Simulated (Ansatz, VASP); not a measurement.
One calculation of Ir, two programs

```xyz
2
Lattice="2.7514 0.0000 0.0000 -1.3757 2.3828 0.0000 0.0000 0.0000 4.4623" Properties=species:S:1:pos:R:3 pbc="T T T"
Ir    0.0000    1.5885    1.1156
Ir    1.3757    0.7943    3.3467
```

Alike in both runs: task single point; functional PBE; k mesh 11 × 11 × 6; occupations gaussian, width 0.021 eV; no spin polarisation.

|  | VASP | Ansatz |
| --- | --- | --- |
| version | VASP 6.6.1 | Ansatz 0.2.0 |
| potentials or method | VASP PAW PBE potentials, release 64 (Ir) | Ansatz PAW |
| plane-wave cutoff (eV) | 520 | 420 |
| valence electrons in the cell | 18 | 34 |

|  | VASP | Ansatz | Ansatz less VASP |
| --- | --- | --- | --- |
| gap on the k mesh at the Fermi level (eV) | none | none | - |
| pressure (GPa) | -1.0 | -1.4 | -0.44 |
| traceless stress, the component that is largest in VASP (GPa) | 0.55 | 0.46 | -0.099 |

A gap of «none» marks a metal or a gap that the smearing closes. VASP's potentials hold 18 valence electrons a cell and Ansatz's 34, so a difference there can come from the potentials and not from the codes.

Spin-orbit coupling is off throughout.
